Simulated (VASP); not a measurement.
# C (P-3m1) in VASP: further runs

C is run at these levels: PBE; tasks: single point.

Program: VASP 6.6.1. These are calculated values, not measurements. Logs are shortened: lines on timing, memory, paths and dates and some standing lists are left out, and cuts for length are marked.

**1. The cell of the first run**

The structure is trigonal, space group P-3m1 (No. 164). Conventional cell: a = 2.525 Å, b = 2.525 Å, c = 12.222 Å, α = 90.00°, β = 90.00°, γ = 120.00°. Within 2.1 Å of C (site symmetry 3m) lie 4 C at 1.55 Å. C (site symmetry 3m) has 4 C at 1.55 Å within 2.1 Å. Within 2.1 Å of C (site symmetry 3m) lie 4 C at 1.55 Å. C (site symmetry 3m) has 4 C at 1.55 Å within 2.1 Å. C (site symmetry 3m) has 4 C at 1.55 Å within 2.1 Å. C (site symmetry 3m) has 4 C at 1.40 to 1.55 Å within 1.9 Å.

**2. Single point, PBE (the distance across one plane changed)**

INCAR reads:

```
PREC = Accurate ; ENCUT = 520
EDIFF = 1E-7 ; ISMEAR = 0
SIGMA = 0.05 ; LREAL = False
LASPH = True ; NELM = 80
ALGO = Normal ; ISIF = 2
LWAVE = False ; LCHARG = False
GGA = PE ; NBANDS = 36
```

KPOINTS reads:

```
regular mesh
0
Gamma
  10 10 2
```

POSCAR reads:

```
C
1.0
    1.7857375322     -1.7857375322      0.0000000000
    1.7857375322      0.0000000000     -1.7857375322
    7.0563475884      7.0563475884      7.0563475884
C
12
Direct
    0.6666666667      0.6666666667      0.2741910127
    0.0000000000      0.0000000000      0.1054788464
    0.3333333333      0.3333333333      0.4429031791
    0.6666666667      0.6666666667      0.7803275118
    1.0000000000      1.0000000000      0.6116153454
    0.3333333333      0.3333333333      0.9490396781
    0.6666666667      0.6666666667      0.4007251375
    1.0000000000      1.0000000000      0.2320129712
    0.3333333333      0.3333333333      0.5694373039
    0.6666666667      0.6666666667      0.9068616365
    0.0000000000      0.0000000000      0.7381494702
    0.3333333333      0.3333333333      0.0633008048
```

Potentials or basis: VASP PAW PBE potentials, release 64 (C).

On the command line:

```
$ cat potpaw_PBE.64/C/POTCAR > POTCAR
$ mpirun -np 1 vasp_std > vasp.out
```

OUTCAR:

```text
PREC = Accurate
   ENCUT = 520
   EDIFF = 1E-7
   ISMEAR = 0
   LREAL = False
   LASPH = True
   NELM = 80
   ISIF = 2
   GGA = PE

 ion  position               nearest neighbor table
   1  0.667  0.667  0.274-   8 1.55   8 1.55   8 1.55   7 1.55
   2  0.000  0.000  0.105-  12 1.55  12 1.55  12 1.55   8 1.55
   3  0.333  0.333  0.443-   7 1.55   7 1.55   7 1.55   9 1.55
   4  0.667  0.667  0.780-  10 1.55  11 1.55  11 1.55  11 1.55
   5  0.000  0.000  0.612-   9 1.55   9 1.55   9 1.55  11 1.55
   6  0.333  0.333  0.949-  12 1.40  10 1.55  10 1.55  10 1.55
   7  0.667  0.667  0.401-   3 1.55   3 1.55   3 1.55   1 1.55
   8  0.000  0.000  0.232-   1 1.55   1 1.55   1 1.55   2 1.55
   9  0.333  0.333  0.569-   5 1.55   5 1.55   5 1.55   3 1.55
  10  0.667  0.667  0.907-   4 1.55   6 1.55   6 1.55   6 1.55
  11  0.000  0.000  0.738-   4 1.55   4 1.55   4 1.55   5 1.55
  12  0.333  0.333  0.063-   6 1.40   2 1.55   2 1.55   2 1.55

  LATTYP: Found a hexagonal cell.
 ALAT       =     2.5254142369
 C/A-ratio  =     4.8395832892

  Lattice vectors:

 A1 = (  -1.7857375322,   0.0000000000,   1.7857375322)
 A2 = (   1.7857375322,  -1.7857375322,   0.0000000000)
 A3 = (   7.0563475884,   7.0563475884,   7.0563475884)

Analysis of symmetry for initial positions (statically):
=====================================================================
 Subroutine PRICEL returns:
 Original cell was already a primitive cell.

 Routine SETGRP: Setting up the symmetry group for a
 hexagonal supercell.

 Subroutine GETGRP returns: Found 12 space group operations
 (whereof  6 operations were pure point group operations)
 out of a pool of 24 trial point group operations.

The static configuration has the point symmetry C_3v.
 The point group associated with its full space group is D_3d.

Analysis of symmetry for dynamics (positions and initial velocities):
=====================================================================
 Subroutine PRICEL returns:
 Original cell was already a primitive cell.

 Routine SETGRP: Setting up the symmetry group for a
 hexagonal supercell.

 Subroutine GETGRP returns: Found 12 space group operations
 (whereof  6 operations were pure point group operations)
 out of a pool of 24 trial point group operations.

The dynamic configuration has the point symmetry C_3v.
 The point group associated with its full space group is D_3d.

 Subroutine INISYM returns: Found 12 space group operations
 (whereof  6 operations are pure point group operations),
 and found     1 'primitive' translations

----------------------------------------------------------------------------------------

                                     Primitive cell

  volume of cell :      67.5051

  direct lattice vectors                    reciprocal lattice vectors
     1.785737532 -1.785737532  0.000000000     0.186664237 -0.373328473  0.186664237
     1.785737532  0.000000000 -1.785737532     0.186664237  0.186664237 -0.373328473
     7.056347588  7.056347588  7.056347588     0.047238792  0.047238792  0.047238792

  length of vectors
     2.525414237  2.525414237 12.221952539     0.457232133  0.457232133  0.081819987

  position of ions in fractional coordinates (direct lattice)
     0.666666667  0.666666667  0.274191013
     0.000000000  0.000000000  0.105478846
     0.333333333  0.333333333  0.442903179
     0.666666667  0.666666667  0.780327512
     0.000000000  0.000000000  0.611615345
     0.333333333  0.333333333  0.949039678
     0.666666667  0.666666667  0.400725137
     0.000000000  0.000000000  0.232012971
     0.333333333  0.333333333  0.569437304
     0.666666667  0.666666667  0.906861636
     0.000000000  0.000000000  0.738149470
     0.333333333  0.333333333  0.063300805

  ion indices of the primitive-cell ions
   primitive index   ion index
                 1           1
                 2           2
                 3           3
                 4           4
                 5           5
                 6           6
                 7           7
                 8           8
                 9           9
                10          10
                11          11
                12          12

----------------------------------------------------------------------------------------

 KPOINTS: regular mesh

Automatic generation of k-mesh.
 Grid dimensions read from file:
 generate k-points for:   10   10    2

 Generating k-lattice:

  Cartesian coordinates                     Fractional coordinates (reciprocal lattice)
     0.018666424 -0.037332847  0.018666424     0.100000000  0.000000000  0.000000000
     0.018666424  0.018666424 -0.037332847     0.000000000  0.100000000  0.000000000
     0.023619396  0.023619396  0.023619396     0.000000000  0.000000000  0.500000000

  Length of vectors
     0.045723213  0.045723213  0.040909994

  Shift w.r.t. Gamma in fractional coordinates (k-lattice)
     0.000000000  0.000000000  0.000000000

 Subroutine IBZKPT returns following result:
 ===========================================

 Found     28 irreducible k-points:

 Following reciprocal coordinates:
            Coordinates               Weight
  0.000000  0.000000  0.000000      1.000000
  0.100000  0.000000  0.000000      6.000000
  0.200000  0.000000  0.000000      6.000000
  0.300000  0.000000  0.000000      6.000000
  0.400000  0.000000  0.000000      6.000000
  0.500000  0.000000  0.000000      3.000000
[... 16 lines left out ...]
  0.400000  0.100000  0.500000     12.000000
  0.500000  0.100000  0.500000     12.000000
 [... further k-points ...]
   k-points           NKPTS =     28   k-points in BZ     NKDIM =     28   number of bands    NBANDS=     36
   number of dos      NEDOS =    301   number of ions     NIONS =     12
   total plane-waves  NPLWV =  38400
   dimension x,y,z NGX =    20 NGY =   20 NGZ =   96
   dimension x,y,z NGXF=    40 NGYF=   40 NGZF=  192
   ions per type =              12
   NGX,Y,Z   is equivalent  to a cutoff of  13.17, 13.17, 13.06 a.u.
   NGXF,Y,Z  is equivalent  to a cutoff of  26.33, 26.33, 26.12 a.u.
 SYSTEM =  unknown system
   PREC   = accura    normal or accurate (medium, high low for compatibility)
   ISTART =      0    job   : 0-new  1-cont  2-samecut
   ICHARG =      2    charge: 1-file 2-atom 10-const
   ISPIN  =      1    spin polarized calculation?
   LNONCOLLINEAR =      F non collinear calculations
   LSORBIT =      F    spin-orbit coupling
   LASPH  =      T    aspherical Exc in radial PAW
   ENCUT  =  520.0 eV  38.22 Ry    6.18 a.u.   4.70  4.70 22.72*2*pi/ulx,y,z
   NELM   =     80;   NELMIN=  2; NELMDL= -5     # of ELM steps
   EDIFF  = 0.1E-06   stopping-criterion for ELM
   LREAL  =      F    real-space projection
   EDIFFG = 0.1E-05   stopping-criterion for IOM
   NSW    =      0    number of steps for IOM
   IBRION =     -1    ionic relax: 0-MD 1-quasi-New 2-CG
   NFREE  =      0    steps in history (QN), initial steepest desc. (CG)
   ISIF   =      2    stress and relaxation
   ISYM   =      2    0-nonsym 1-usesym 2-fastsym
   POTIM  = 0.5000    time-step for ionic-motion
   TEBEG  =    0.0;   TEEND  =   0.0 temperature during run
   PSTRESS=    0.0 pullay stress
   NELECT =      48.0000    total number of electrons
   NUPDOWN=      -1.0000    fix difference up-down
   EMIN   =  10.00;   EMAX   =-10.00  energy-range for DOS
   EFERMI =   0.00;   METHOD = LEGACY
   ISMEAR =     0;   SIGMA  =   0.05  broadening in eV -4-tet -1-fermi 0-gaus
   EFERMI_NEDOS =   21; number of points for ismear=-14 and -15
   IALGO  =     38    algorithm
   IMIX   =      4    mixing-type and parameters
     AMIX     =   0.40;   BMIX     =  1.00
     AMIX_MAG =   1.60;   BMIX_MAG =  1.00
  volume/ion in A,a.u.               =       5.63        37.96
  Fermi-wavevector in a.u.,A,eV,Ry     =   1.461200  2.761268 29.049885  2.135106
  Thomas-Fermi vector in A             =   2.577560
   LORBIT       =      0    0 simple, 1 ext, 2 COOP (PROOUT), +10 PAW based schemes
   GGA     = PE    functional components
   LHFCALC =     F    Hartree Fock is set to
   AEXX    =    0.0000 exact exchange contribution
   IVDW    =     0    specifies the selected vdW correction
   LEPSILON=     F    determine dielectric tensor
   LRPA    =     F    only Hartree local field effects (RPA)
 non-spin polarized calculation
 Gauss-broadening in eV      SIGMA  =   0.05
  energy-cutoff  :      520.00
  volume of cell :       67.51
 maximum number of plane-waves:      1846
   NGX =  9   NGY =  9   NGZ = 45

 number of electron      48.0000001 magnetization

 Free energy of the ion-electron system (eV)
  ---------------------------------------------------
  ext. energy  EPLUGINS =         0.00000000
  ---------------------------------------------------
  free energy    TOTEN  =      -108.75871424 eV

  energy without entropy =     -108.75871424  energy(sigma->0) =     -108.75871424

 E-fermi :  10.1237     XC(G=0): -13.2894

 val. band max:        9.9078262489   @ k =   0.0000   0.0000   0.0000
 cond. band min:      13.9973373784   @ k =   0.4000   0.0000   0.5000
 fundamental gap:      4.0895111295
 Fermi energy:        10.1236600453

 k-point     1 :       0.0000    0.0000    0.0000
  band No.  band energies     occupation
      1     -11.8947      2.00000
      2     -11.0782      2.00000
      3     -10.7952      2.00000
      4      -8.7695      2.00000
      5      -8.5062      2.00000
      6      -5.7179      2.00000
[... 28 lines left out ...]
     35      18.1196      0.00000
     36      18.1768      0.00000
[... 866 lines left out ...]
      6      -3.2325      2.00000
[... 28 lines left out ...]
     35      19.8627      0.00000
     36      20.5333      0.00000

 [... further k-points ...]

------------------------ aborting loop because EDIFF is reached ----------------------------------------

  FORCE on cell =-STRESS in cart. coord.  units (eV):
  Direction    XX          YY          ZZ          XY          YZ          ZX
  --------------------------------------------------------------------------------------
  -------------------------------------------------------------------------------------
  Total        3.3059954      3.3059954      3.3059954      2.7255574      2.7255574      2.7255574
  in kB       78.4650667     78.4650667     78.4650667     64.6888520     64.6888520     64.6888520
  external PRESSURE =      78.4650667 kB  Pullay stress =       0.0000000 kB

 VOLUME and BASIS-vectors are now :
 -----------------------------------------------------------------------------
  energy-cutoff  :      520.00
  volume of cell :       67.51
      direct lattice vectors                 reciprocal lattice vectors
     1.785737532 -1.785737532  0.000000000     0.186664237 -0.373328473  0.186664237
     1.785737532  0.000000000 -1.785737532     0.186664237  0.186664237 -0.373328473
     7.056347588  7.056347588  7.056347588     0.047238792  0.047238792  0.047238792

 POSITION                                       TOTAL-FORCE (eV/Angst)
 -----------------------------------------------------------------------------------
      4.31577      0.74430      0.74430         0.006318      0.006318      0.006318
      0.74430      0.74430      0.74430         0.616230      0.616230      0.616230
      4.31577      2.53003      2.53003         0.000244      0.000244      0.000244
      7.88725      4.31577      4.31577         0.023300      0.023300      0.023300
      4.31577      4.31577      4.31577         0.001000      0.001000      0.001000
      7.88725      6.10151      6.10151        -2.493823     -2.493823     -2.493823
      5.20864      1.63716      1.63716        -0.001000     -0.001000     -0.001000
      1.63716      1.63716      1.63716        -0.023300     -0.023300     -0.023300
      5.20864      3.42290      3.42290        -0.000244     -0.000244     -0.000244
      8.78011      5.20864      5.20864        -0.616230     -0.616230     -0.616230
      5.20864      5.20864      5.20864        -0.006318     -0.006318     -0.006318
      1.63716     -0.14857     -0.14857         2.493823      2.493823      2.493823
 -----------------------------------------------------------------------------------
    total drift:                                0.000002      0.000002      0.000002

  FREE ENERGIE OF THE ION-ELECTRON SYSTEM (eV)
  ---------------------------------------------------
  free  energy   TOTEN  =      -108.7587142393 eV

  energy  without entropy=     -108.7587142393  energy(sigma->0) =     -108.75871424
```

Run time: 2.8 min. Hardware: 1 thread of Intel Xeon 8259CL, shared host; peak memory 0.2 GiB.

Results:

| Quantity | Value |
| --- | --- |
| Free energy | -108.7587 eV |
| Pressure | 7.8 GPa |
| Largest force | 4.319 eV/Å |
| Band gap on the k mesh | 4.09 eV |

Forces in eV/Å, atoms in the order of the input:
```
C    0.006  0.006  0.006
C    0.616  0.616  0.616
C    0.000  0.000  0.000
C    0.023  0.023  0.023
C    0.001  0.001  0.001
C   -2.494 -2.494 -2.494
C   -0.001 -0.001 -0.001
C   -0.023 -0.023 -0.023
C    0.000  0.000  0.000
C   -0.616 -0.616 -0.616
C   -0.006 -0.006 -0.006
C    2.494  2.494  2.494
```

Levels at points of the mesh, in eV from the valence-band top:
```tsv
k point	band 21	band 22	band 23	band 24	band 25	band 26	band 27	band 28
(0.00, 0.00, 0.00)	-1.03	-0.20	0.00	0.00	5.35	5.35	5.81	6.72
(0.50, 0.00, 0.00)	-4.11	-3.92	-2.92	-2.75	4.50	4.81	5.05	5.25
(0.00, 0.00, 0.50)	-0.42	-0.42	-0.29	-0.29	5.68	5.68	5.98	5.98
(0.50, 0.00, 0.50)	-3.64	-3.48	-3.23	-3.04	4.46	4.75	5.79	5.93
```

Caveat: the cell differs from its parent crystal (the distance across one plane changed); the cell stands under pressure; forces of over 1 eV/Å act on the atoms, so gaps and moduli don't describe the material at rest. A k mesh can miss the band edges.

(Part 1 of 2 ends here.)
